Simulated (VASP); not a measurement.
# RbCl3 (P6_3/m) in VASP: a series of runs

The runs below take RbCl3 through single point, with PBE.

All numbers are computed with VASP 6.6.1; they aren't measurements. Logs are shortened: lines on timing, memory, paths and dates and some standing lists are left out, and cuts for length are marked.

**1. The cell of the first run**

The structure is hexagonal, space group P6_3/m (No. 176). Conventional cell: a = 7.905 Å, b = 7.905 Å, c = 4.423 Å, α = 90.00°, β = 90.00°, γ = 120.00°. Rb (site symmetry -6) has 12 Cl at 3.40 to 4.38 Å and 2 Rb at 4.42 Å within 4.5 Å. Within 4.0 Å of Cl (site symmetry m) lie 6 Cl at 3.02 to 3.55 Å and 3 Rb at 3.40 to 3.55 Å.

The cell was generated, and may not be a known phase.

**2. Single point, PBE**

The input, INCAR:

```
SYSTEM = RbCl3
PREC     = Accurate       ! precision mode
ENCUT    = 520            ! plane-wave cutoff, eV
EDIFF    = 1E-6           ! SCF threshold, eV
ISMEAR   = 0              ! smearing method
SIGMA    = 0.1            ! smearing width, eV
LREAL    = .FALSE.        ! projectors in reciprocal space
LASPH    = .TRUE.         ! aspherical terms in the spheres
NELM     = 80             ! most SCF steps
ALGO     = Normal         ! electronic algorithm
ISIF     = 2              ! what is computed and relaxed
LWAVE    = .FALSE.        ! write WAVECAR
LCHARG   = .FALSE.        ! write CHGCAR
GGA      = PE             ! functional
NBANDS   = 40             ! bands
```

The input, KPOINTS:

```
regular mesh
0
G
  3 3 4
  0 0 0
```

The input, POSCAR:

```
RbCl3
1.0
    7.9053184556      0.0000000029      0.0000000000
   -3.9526592303      6.8462066062      0.0000000000
    0.0000000000      0.0000000000      4.4234698347
Rb Cl
2 6
Direct
    0.6666666667      0.3333333333      0.7500000000
    0.3333333333      0.6666666667      0.2500000000
    0.9059703666      0.7065441426      0.2500000000
    0.0940296334      0.2934558574      0.7500000000
    0.7065441426      0.8005737759      0.7500000000
    0.2934558574      0.1994262241      0.2500000000
    0.1994262241      0.9059703666      0.7500000000
    0.8005737759      0.0940296334      0.2500000000
```

Potentials or basis: VASP PAW PBE potentials, release 64 (Rb_sv, Cl).

Run with:

```console
cat potpaw_PBE.64/Rb_sv/POTCAR potpaw_PBE.64/Cl/POTCAR > POTCAR
mpirun -np 1 vasp_std > vasp.out
```

OUTCAR:

```text
SYSTEM = RbCl3
   PREC = Accurate
   ENCUT = 520
   EDIFF = 1E-6
   ISMEAR = 0
   LREAL = .FALSE.
   LASPH = .TRUE.
   NELM = 80
   ISIF = 2
   GGA = PE

 ion  position               nearest neighbor table
   1  0.667  0.333  0.750-   8 3.40   8 3.40   3 3.40   3 3.40   6 3.40   6 3.40   4 3.55   7 3.55
                             5 3.55   2 5.07   2 5.07   2 5.07   2 5.07   2 5.07   2 5.07
   2  0.333  0.667  0.250-   7 3.40   7 3.40   4 3.40   4 3.40   5 3.40   5 3.40   3 3.55   8 3.55
                             6 3.55   1 5.07   1 5.07   1 5.07   1 5.07   1 5.07   1 5.07
   3  0.906  0.707  0.250-   1 3.40   1 3.40   2 3.55
   4  0.094  0.293  0.750-   2 3.40   2 3.40   1 3.55
   5  0.707  0.801  0.750-   2 3.40   2 3.40   1 3.55
   6  0.293  0.199  0.250-   1 3.40   1 3.40   2 3.55
   7  0.199  0.906  0.750-   2 3.40   2 3.40   1 3.55
   8  0.801  0.094  0.250-   1 3.40   1 3.40   2 3.55

  LATTYP: Found a hexagonal cell.
 ALAT       =     7.9053184556
 C/A-ratio  =     0.5595561848

  Lattice vectors:

 A1 = (   7.9053184556,   0.0000000029,   0.0000000000)
 A2 = (  -3.9526592303,   6.8462066062,   0.0000000000)
 A3 = (   0.0000000000,   0.0000000000,   4.4234698347)

Analysis of symmetry for initial positions (statically):
=====================================================================
 Subroutine PRICEL returns:
 Original cell was already a primitive cell.

 Routine SETGRP: Setting up the symmetry group for a
 hexagonal supercell.

 Subroutine GETGRP returns: Found 12 space group operations
 (whereof  6 operations were pure point group operations)
 out of a pool of 24 trial point group operations.

The static configuration has the point symmetry S_6 .
 The point group associated with its full space group is C_6h.

Analysis of symmetry for dynamics (positions and initial velocities):
=====================================================================
 Subroutine PRICEL returns:
 Original cell was already a primitive cell.

 Routine SETGRP: Setting up the symmetry group for a
 hexagonal supercell.

 Subroutine GETGRP returns: Found 12 space group operations
 (whereof  6 operations were pure point group operations)
 out of a pool of 24 trial point group operations.

The dynamic configuration has the point symmetry S_6 .
 The point group associated with its full space group is C_6h.

 Subroutine INISYM returns: Found 12 space group operations
 (whereof  6 operations are pure point group operations),
 and found     1 'primitive' translations

----------------------------------------------------------------------------------------

                                     Primitive cell

  volume of cell :     239.4046

  direct lattice vectors                    reciprocal lattice vectors
     7.905318456  0.000000003  0.000000000     0.126497118  0.073033145  0.000000000
    -3.952659230  6.846206606  0.000000000    -0.000000000  0.146066290  0.000000000
     0.000000000  0.000000000  4.423469835     0.000000000  0.000000000  0.226066875

  length of vectors
     7.905318456  7.905318456  4.423469835     0.146066290  0.146066290  0.226066875

  position of ions in fractional coordinates (direct lattice)
     0.666666667  0.333333333  0.750000000
     0.333333333  0.666666667  0.250000000
     0.905970367  0.706544143  0.250000000
     0.094029633  0.293455857  0.750000000
     0.706544143  0.800573776  0.750000000
     0.293455857  0.199426224  0.250000000
     0.199426224  0.905970367  0.750000000
     0.800573776  0.094029633  0.250000000

  ion indices of the primitive-cell ions
   primitive index   ion index
                 1           1
                 2           2
                 3           3
                 4           4
                 5           5
                 6           6
                 7           7
                 8           8

----------------------------------------------------------------------------------------

 KPOINTS: regular mesh

Automatic generation of k-mesh.
 Grid dimensions read from file:
 generate k-points for:    3    3    4

 Generating k-lattice:

  Cartesian coordinates                     Fractional coordinates (reciprocal lattice)
     0.042165706  0.024344382  0.000000000     0.333333333 -0.000000000  0.000000000
    -0.000000000  0.048688763  0.000000000     0.000000000  0.333333333  0.000000000
     0.000000000  0.000000000  0.056516719     0.000000000  0.000000000  0.250000000

  Length of vectors
     0.048688763  0.048688763  0.056516719

  Shift w.r.t. Gamma in fractional coordinates (k-lattice)
     0.000000000  0.000000000  0.000000000

 Subroutine IBZKPT returns following result:
 ===========================================

 Found      9 irreducible k-points:

 Following reciprocal coordinates:
            Coordinates               Weight
  0.000000  0.000000  0.000000      1.000000
  0.333333  0.000000  0.000000      6.000000
  0.333333  0.333333  0.000000      2.000000
  0.000000  0.000000  0.250000      2.000000
  0.333333  0.000000  0.250000     12.000000
  0.333333  0.333333  0.250000      4.000000
  0.000000  0.000000  0.500000      1.000000
  0.333333  0.000000  0.500000      6.000000
  0.333333  0.333333  0.500000      2.000000
   k-points           NKPTS =      9   k-points in BZ     NKDIM =      9   number of bands    NBANDS=     40
   number of dos      NEDOS =    301   number of ions     NIONS =      8
   total plane-waves  NPLWV = 129600
   dimension x,y,z NGX =    60 NGY =   60 NGZ =   36
   dimension x,y,z NGXF=   120 NGYF=  120 NGZF=   72
   ions per type =               2   6
   NGX,Y,Z   is equivalent  to a cutoff of  12.62, 12.62, 13.53 a.u.
   NGXF,Y,Z  is equivalent  to a cutoff of  25.24, 25.24, 27.06 a.u.
 SYSTEM =  RbCl3
   PREC   = accura    normal or accurate (medium, high low for compatibility)
   ISTART =      0    job   : 0-new  1-cont  2-samecut
   ICHARG =      2    charge: 1-file 2-atom 10-const
   ISPIN  =      1    spin polarized calculation?
   LNONCOLLINEAR =      F non collinear calculations
   LSORBIT =      F    spin-orbit coupling
   LASPH  =      T    aspherical Exc in radial PAW
   ENCUT  =  520.0 eV  38.22 Ry    6.18 a.u.  14.70 14.70  8.22*2*pi/ulx,y,z
   NELM   =     80;   NELMIN=  2; NELMDL= -5     # of ELM steps
   EDIFF  = 0.1E-05   stopping-criterion for ELM
   LREAL  =      F    real-space projection
   EDIFFG = 0.1E-04   stopping-criterion for IOM
   NSW    =      0    number of steps for IOM
   IBRION =     -1    ionic relax: 0-MD 1-quasi-New 2-CG
   NFREE  =      0    steps in history (QN), initial steepest desc. (CG)
   ISIF   =      2    stress and relaxation
   ISYM   =      2    0-nonsym 1-usesym 2-fastsym
   POTIM  = 0.5000    time-step for ionic-motion
   TEBEG  =    0.0;   TEEND  =   0.0 temperature during run
   PSTRESS=    0.0 pullay stress
   NELECT =      60.0000    total number of electrons
   NUPDOWN=      -1.0000    fix difference up-down
   EMIN   =  10.00;   EMAX   =-10.00  energy-range for DOS
   EFERMI =   0.00;   METHOD = LEGACY
   ISMEAR =     0;   SIGMA  =   0.10  broadening in eV -4-tet -1-fermi 0-gaus
   EFERMI_NEDOS =   21; number of points for ismear=-14 and -15
   IALGO  =     38    algorithm
   IMIX   =      4    mixing-type and parameters
     AMIX     =   0.40;   BMIX     =  1.00
     AMIX_MAG =   1.60;   BMIX_MAG =  1.00
  volume/ion in A,a.u.               =      29.93       201.95
  Fermi-wavevector in a.u.,A,eV,Ry     =   1.032162  1.950503 14.495074  1.065358
  Thomas-Fermi vector in A             =   2.166346
   LORBIT       =      0    0 simple, 1 ext, 2 COOP (PROOUT), +10 PAW based schemes
   GGA     = PE    functional components
   LHFCALC =     F    Hartree Fock is set to
   AEXX    =    0.0000 exact exchange contribution
   IVDW    =     0    specifies the selected vdW correction
   LEPSILON=     F    determine dielectric tensor
   LRPA    =     F    only Hartree local field effects (RPA)
 non-spin polarized calculation
 Gauss-broadening in eV      SIGMA  =   0.10
  energy-cutoff  :      520.00
  volume of cell :      239.40
 maximum number of plane-waves:      6480
 NGX is ok and might be reduce to    60
   NGX = 29   NGY = 29   NGZ = 17

 number of electron      59.9999995 magnetization

 Free energy of the ion-electron system (eV)
  ---------------------------------------------------
  ext. energy  EPLUGINS =         0.00000000
  ---------------------------------------------------
  free energy    TOTEN  =       -17.27773629 eV

  energy without entropy =      -17.20788166  energy(sigma->0) =      -17.24280898

 E-fermi :  -0.3218     XC(G=0):  -7.9931

 val. band max:       -0.3789650163   @ k =   0.3333   0.3333   0.0000
 cond. band min:      -0.3121015475   @ k =   0.0000   0.0000   0.5000
 fundamental gap:      0.0668634687
 Fermi energy:        -0.3217982362

 k-point     1 :       0.0000    0.0000    0.0000
  band No.  band energies     occupation
      1     -25.2310      2.00000
      2     -25.2262      2.00000
      3     -14.5850      2.00000
      4     -14.1108      2.00000
      5     -14.1108      2.00000
      6     -13.4075      2.00000
[... 32 lines left out ...]
     39       8.4856      0.00000
     40       8.4965      0.00000

 k-point     2 :       0.3333    0.0000    0.0000
  band No.  band energies     occupation
      1     -25.2300      2.00000
      2     -25.2272      2.00000
      3     -14.5869      2.00000
      4     -14.1234      2.00000
      5     -14.1208      2.00000
      6     -13.3942      2.00000
[... 290 lines left out ...]
     39       8.5029      0.00000
     40       8.5029      0.00000

 k-point     9 :       0.3333    0.3333    0.5000
  band No.  band energies     occupation
      1     -25.2198      2.00000
      2     -25.2198      2.00000
      3     -13.8897      2.00000
      4     -13.8897      2.00000
      5     -13.7626      2.00000
      6     -13.7626      2.00000
[... 32 lines left out ...]
     39       8.5540      0.00000
     40       8.5541      0.00000

------------------------ aborting loop because EDIFF is reached ----------------------------------------

  FORCE on cell =-STRESS in cart. coord.  units (eV):
  Direction    XX          YY          ZZ          XY          YZ          ZX
  --------------------------------------------------------------------------------------
  -------------------------------------------------------------------------------------
  Total       -0.1236883     -0.1236883     -0.1759604     -0.0000001      0.0000000      0.0000000
  in kB       -0.8277644     -0.8277644     -1.1775871     -0.0000004      0.0000000      0.0000000
  external PRESSURE =      -0.9443720 kB  Pullay stress =       0.0000000 kB

 VOLUME and BASIS-vectors are now :
 -----------------------------------------------------------------------------
  energy-cutoff  :      520.00
  volume of cell :      239.40
      direct lattice vectors                 reciprocal lattice vectors
     7.905318456  0.000000003  0.000000000     0.126497118  0.073033145  0.000000000
    -3.952659230  6.846206606  0.000000000    -0.000000000  0.146066290  0.000000000
     0.000000000  0.000000000  4.423469835     0.000000000  0.000000000  0.226066875

 POSITION                                       TOTAL-FORCE (eV/Angst)
 -----------------------------------------------------------------------------------
      3.95266      2.28207      3.31760         0.000000      0.000000     -0.000000
     -0.00000      4.56414      1.10587        -0.000000      0.000000     -0.000000
      4.36926      4.83715      1.10587        -0.005582      0.008612     -0.000000
     -0.41660      2.00906      3.31760         0.005582     -0.008612     -0.000000
      2.42106      5.48089      3.31760         0.004667      0.009140      0.000000
      1.53160      1.36531      1.10587        -0.004667     -0.009140      0.000000
     -2.00446      6.20246      3.31760        -0.010249     -0.000528      0.000000
      5.95712      0.64375      1.10587         0.010249      0.000528     -0.000000
 -----------------------------------------------------------------------------------
    total drift:                               -0.000001      0.000001     -0.000000

  FREE ENERGIE OF THE ION-ELECTRON SYSTEM (eV)
  ---------------------------------------------------
  free  energy   TOTEN  =       -17.2777362898 eV

  energy  without entropy=      -17.2078816628  energy(sigma->0) =      -17.24280898
```

Wall time 3 min (1 thread of Oxide Virtual Turin-like, shared host); peak memory 0.32 GiB.

What came out:

* Free energy: -17.2777 eV
* Pressure: -0.1 GPa
* Largest force: 0.010 eV/Å
* Band gap on the k mesh: zero (bands 30 and 31 overlap by 0.15 eV)

Forces on the atoms (eV/Å):
```
Rb   0.000  0.000  0.000
Rb   0.000  0.000  0.000
Cl  -0.006  0.009  0.000
Cl   0.006 -0.009  0.000
Cl   0.005  0.009  0.000
Cl  -0.005 -0.009  0.000
Cl  -0.010 -0.001  0.000
Cl   0.010  0.001  0.000
```

**3. Single point, PBE**

This run uses another cell than the first one, of 30.07 Å³/atom.

INCAR: that of step 2 with these lines changed.

```diff
@@ -8,3 +8,3 @@
 LASPH    = .TRUE.         ! aspherical terms in the spheres
-NELM     = 80             ! most SCF steps
+NELM     = 60             ! most SCF steps
 ALGO     = Normal         ! electronic algorithm
@@ -12,4 +12,6 @@
 LWAVE    = .FALSE.        ! write WAVECAR
-LCHARG   = .FALSE.        ! write CHGCAR
+LCHARG   = .TRUE.         ! write CHGCAR
 GGA      = PE             ! functional
+LELF     = .TRUE.         ! ELF
+LVHAR    = .TRUE.       
 NBANDS   = 40             ! bands
```

The input, KPOINTS:

```
Automatic mesh
0
G
  3 3 4
  0 0 0
```

The input, POSCAR:

```
RbCl3
1.0
    7.9928050300      0.0000000000      0.0000000000
   -3.9964025200      6.9219722000      0.0000000000
    0.0000000000      0.0000000000      4.3484065300
Rb Cl
2 6
Direct
    0.6666666700      0.3333333300      0.7500000000
    0.3333333300      0.6666666700      0.2500000000
    0.9120633000      0.6116902800      0.2500000000
    0.0879367000      0.3883097200      0.7500000000
    0.6116902800      0.6996269800      0.7500000000
    0.3883097200      0.3003730200      0.2500000000
    0.3003730200      0.9120633000      0.7500000000
    0.6996269800      0.0879367000      0.2500000000
```

Potentials or basis: VASP PAW PBE potentials, release 64 (Rb_sv, Cl).

Run with:

```console
cat potpaw_PBE.64/Rb_sv/POTCAR potpaw_PBE.64/Cl/POTCAR > POTCAR
mpirun -np 1 vasp_std > vasp.out
```

Run time: 2.7 min. Hardware: 1 thread of Oxide Virtual Turin-like, shared host; peak memory 0.31 GiB.

Results (log left out):

```yaml
Free_energy: -15.5128 eV
Pressure: 3.3 GPa
Largest_force: 0.494 eV/Å
Band_gap_on_the_k_mesh: zero (bands 30 and 31 overlap by 0.28 eV)
```

Forces in eV/Å, atoms in the order of the input:
```
Rb   0.000  0.000  0.000
Rb   0.000  0.000  0.000
Cl   0.094  0.485  0.000
Cl  -0.094 -0.485  0.000
Cl   0.467  0.161  0.000
Cl  -0.467 -0.161  0.000
Cl  -0.373  0.324  0.000
Cl   0.373 -0.324  0.000
```

Stress tensor (GPa, compression positive):
```
2.65 0.00 0.00
0.00 2.65 0.00
0.00 0.00 4.74
```

Levels at points of the mesh, in eV from the Fermi level:
| k point | band 27 | band 28 | band 29 | band 30 | band 31 | band 32 |
| --- | --- | --- | --- | --- | --- | --- |
| (0.00, 0.00, 0.00) | -0.32 | -0.32 | -0.09 | 0.19 | 0.21 | 0.21 |
| (0.00, 0.00, 0.50) | -0.47 | -0.47 | -0.09 | -0.09 | -0.09 | -0.09 |

Caveat: the k points lie up to 0.36 Å⁻¹ apart.

**4. Single point, PBE**

This run uses another cell than the first one, of 29.65 Å³/atom.

The input, INCAR:

```
SYSTEM = RbCl3
PREC = Accurate
ENCUT = 520
EDIFF = 1E-7
ISMEAR = 0
SIGMA = 0.1
LREAL = .False.
LASPH = .True.
NELM = 80
ALGO = Fast
ISIF = 2
LWAVE = .False.
LCHARG = .False.
GGA = PE
NBANDS = 40
```

The input, KPOINTS:

```
Automatic mesh
0
Gamma
  6 6 8
  0 0 0
```

The input, POSCAR:

```
RbCl3
1.0
    7.8318206430      0.0000000000      0.0000000000
   -3.9159103215      6.7825556347      0.0000000000
    0.0000000000      0.0000000000      4.4656238848
Rb Cl
2 6
Direct
    0.6666666667      0.3333333333      0.7500000000
    0.3333333333      0.6666666667      0.2500000000
    0.9008908635      0.7072739490      0.2500000000
    0.0991091365      0.2927260510      0.7500000000
    0.7072739490      0.8063830855      0.7500000000
    0.2927260510      0.1936169145      0.2500000000
    0.1936169145      0.9008908635      0.7500000000
    0.8063830855      0.0991091365      0.2500000000
```

Run with:

```console
cat potpaw_PBE.64/Rb_sv/POTCAR potpaw_PBE.64/Cl/POTCAR > POTCAR
mpirun -np 1 vasp_std > vasp.out
```

It took 14 min on 1 thread of Oxide Virtual Turin-like, shared host; peak memory 0.49 GiB.

Results (log left out):

```
Free energy            : -17.2793 eV
Pressure               : 0.0 GPa
Largest force          : 0.004 eV/Å
Band gap on the k mesh : zero (bands 30 and 31 overlap by 0.27 eV)
```

Forces in eV/Å, atoms in the order of the input:
```
Rb   0.000  0.000  0.000
Rb   0.000  0.000  0.000
Cl  -0.001  0.004  0.000
Cl   0.001 -0.004  0.000
Cl   0.003  0.003  0.000
Cl  -0.003 -0.003  0.000
Cl  -0.004  0.001  0.000
Cl   0.004 -0.001  0.000
```

Levels at points of the mesh, in eV from the Fermi level:
```tsv
k point	band 28	band 29	band 30	band 31	band 32	band 33
(0.00, 0.00, 0.00)	-0.56	-0.55	-0.55	0.04	0.33	5.39
(0.50, 0.00, 0.00)	-0.61	-0.57	-0.53	0.04	0.26	6.42
(0.00, 0.00, 0.50)	-0.84	0.11	0.11	0.11	0.11	7.21
(0.50, 0.00, 0.50)	-0.66	0.15	0.15	0.20	0.20	7.28
```

**5. The runs side by side**

```csv
cell,k mesh,gap on the mesh (eV),pressure (GPa),largest force (eV/Å)
"a = 7.905, b = 7.905, c = 4.423 Å, angles 90.0, 90.0, 120.0°, 8 atoms, atomic positions A",3 × 3 × 4,none,-0.1,0.01
"a = 7.993, b = 7.993, c = 4.348 Å, angles 90.0, 90.0, 120.0°, 8 atoms, atomic positions B",3 × 3 × 4,none,3.3,0.49
"a = 7.832, b = 7.832, c = 4.466 Å, angles 90.0, 90.0, 120.0°, 8 atoms, atomic positions C",6 × 6 × 8,none,0.0,-
```

Alike in all rows: task single point; level PBE; potentials or basis VASP PAW PBE potentials, release 64 (Rb_sv, Cl); no spin polarisation; cutoff (eV) 520; smearing gaussian 0.1 eV.

Caveats: some runs use coarse meshes.

Absolute energies hang on the potentials; compare differences alone.

The gap in the log of VASP goes by the Fermi energy; the results here count the filled bands.